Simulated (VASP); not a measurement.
# Pd: single point with r2SCAN

The system is Pd.

```
Pd
1.0
     2.74843    0.00000    0.00000
    -1.37421    2.38021    0.00000
     0.00000    0.00000    4.59851
Pd
2
Direct
  0.33333 0.66667 0.25000
  0.66667 0.33333 0.75000
```

This isn't the form of Pd at room conditions, which is fcc.

| Item | Value |
| --- | --- |
| Program | VASP 6.6.1 |
| Task | single point |
| Functional | r2SCAN |
| Potentials or basis | VASP PAW PBE potentials, release 64 (Pd) |
| Cutoff | 520 eV |
| k mesh | 13 × 13 × 7 |
| Occupations | fermi-dirac, width 0.05 eV |
| Spin | collinear spin |
| Starting moments | [0.5, 0.5] μB |
| Dipole correction | no |
| Further INCAR settings | ALGO = Normal; EDIFF = 1e-07; NBANDS = 21 |

* Pressure: 0.7 GPa
* Net moment: 0.79 μB per cell
* Site moments: Pd +0.40 μB
* Valence electrons inside the program's atomic spheres: Pd 9.44

Stress tensor (GPa, compression positive):
```
0.71 0.00 0.00
0.00 0.71 0.00
0.00 0.00 0.53
```

Levels at points of the mesh, in eV from the Fermi level:
Spin up:
```tsv
k point	band 6	band 7	band 8	band 9	band 10	band 11	band 12	band 13	band 14	band 15
(0.00, 0.00, 0.00)	-2.68	-2.68	-1.92	-1.92	-0.52	-0.52	1.07	6.95	17.98	19.47
```
Spin down:
```
           k point  band 8  band 9  band 10  band 11  band 12  band 13
(0.00, 0.00, 0.00)   -1.59   -1.59    -0.16    -0.16     1.02     7.25
```

Run time: 8.3 min on 1 thread of Intel Xeon 8259CL (shared host), peak memory 0.21 GiB.

Caveat: the PAW data sets were made with another functional, which shifts forces and pressure a little.
